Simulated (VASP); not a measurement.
A run of VASP 6.6.1:

The input INCAR:

```
SYSTEM = MgS
ALGO = Normal
EDIFF = 1E-6
ENCUT = 600
GGA = CA
GGA_COMPAT = .False.
ISIF = 2
ISMEAR = 0
LASPH = .True.
LCHARG = .True.
LELF = .True.
LREAL = .False.
LVHAR = .True.
LWAVE = .False.
NBANDS = 11
NELM = 120
PREC = Accurate
SIGMA = 0.02
```

Contents of KPOINTS:

```
k-points
0
Gamma
  8 8 8
  0 0 0
```

POSCAR

```
MgS
1.0
    0.0000000000      2.7969341655      2.7969341655
    2.7969341655      0.0000000000      2.7969341655
    2.7969341655      2.7969341655      0.0000000000
Mg S
1 1
Direct
    0.0000000000      0.0000000000      0.0000000000
    0.2500000000      0.2500000000      0.2500000000
```

Potentials or basis: VASP PAW LDA potentials, release 64 (Mg, S).

The run is started by

```sh
$ cat potpaw_LDA.64/Mg/POTCAR potpaw_LDA.64/S/POTCAR > POTCAR
$ mpirun -np 1 vasp_std > vasp.out
```

Hardware: 1 thread of Intel Xeon 8259CL (shared host).

**Question.** Estimate the wall time of this run.

**Answer.** It took 13 s on 1 thread of Intel Xeon 8259CL, with other jobs on the host, peak memory 0.16 GiB. Counts: scf iterations 12, k points 29.
